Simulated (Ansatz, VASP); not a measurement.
# One calculation of FePt, two programs

```
Fe Pt
1.0
     2.72350    0.00000    0.00000
     0.00000    2.72350    0.00000
     0.00000    0.00000    3.72000
Fe Pt
1 1
Direct
  0.00000 0.00000 0.00000
  0.50000 0.50000 0.50000
```

Alike in both runs: task single point; functional PBEsol; k mesh 8 × 8 × 6; collinear spin.

|  | VASP | Ansatz |
| --- | --- | --- |
| version | VASP 6.6.1 | Ansatz 0.2.0 |
| potentials or method | VASP PAW PBE potentials, release 64 (Fe, Pt), cutoff 520 eV | all-electron (LAPW or listed datasets) |
| occupations | fermi-dirac, width 0.1 eV | fermi-dirac |

Ansatz gave:

| Property | Result |
| --- | --- |
| net moment per atom (μB) | 1.67 |
| size of the moment on the site where the two differ most (μB) | 2.98 |

Estimate VASP's values.

net moment per atom (μB): 1.66; size of the moment on the site where the two differ most (μB): 2.93.

VASP's potentials were made for PBE, not for PBEsol. Site moments also hang on the region over which each program counts them. Ansatz ran all-electron here, and VASP with PAW potentials.

Neither program's run includes spin-orbit coupling.
